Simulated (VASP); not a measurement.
Si:

```xyz
2
Lattice="2.4440 0.0000 0.0000 -1.2220 2.1166 0.0000 0.0000 0.0000 4.1520" Properties=species:S:1:pos:R:3 pbc="T T T"
Si    0.0000    1.4110    1.0380
Si    1.2220    0.7055    3.1140
```

This isn't the form of Si at room conditions, which is diamond.

- Program: VASP 6.6.1
- Task: relaxation of cell and atoms
- Functional: r2SCAN
- Potentials or basis: VASP PAW PBE potentials, release 64 (Si)
- Cutoff: 600 eV
- k mesh: 18 × 18 × 10
- Occupations: fermi-dirac, width 0.08 eV
- Spin: no spin polarisation

At the start: pressure 42.8 GPa; volume 10.74 Å³/atom.

**Question.** How do energy, volume and symmetry change on relaxing?

**Answer.** Over 8 steps the energy falls by 309.4 meV/atom and the volume is 13.73 Å³/atom (+27.9 %); space group P6_3/mmc (No. 194, to 0.1 Å) before and after.

The path:
```csv
step,energy change (eV),largest force (eV/Å),pressure (GPa),volume (Å³)
1,0.0000,0.0000,42.78,21.48
2,-0.4795,0.0000,-9.25,31.68
3,-0.6185,0.0000,0.43,27.35
4,-0.6186,0.0000,-0.17,27.52
5,-0.6188,0.0000,0.01,27.46
6,-0.6188,0.0000,0.13,27.43
7,-0.6188,0.0000,0.03,27.46
8,-0.6188,0.0000,0.02,27.46
```

Final structure:
```cif
data_structure
_symmetry_space_group_name_H-M 'P 1'
_symmetry_Int_Tables_number 1
_cell_length_a 2.6420
_cell_length_b 2.6420
_cell_length_c 4.5428
_cell_angle_alpha 90.000
_cell_angle_beta 90.000
_cell_angle_gamma 120.000
_cell_volume 27.46
loop_
_atom_site_label
_atom_site_type_symbol
_atom_site_fract_x
_atom_site_fract_y
_atom_site_fract_z
_atom_site_occupancy
Si1 Si 0.33333 0.66667 0.25000 1
Si2 Si 0.66667 0.33333 0.75000 1
```

Caveat: the volume moved by over 15 % at a fixed basis, so the end points are rough; the PAW data sets were made with another functional, which shifts forces and pressure a little.
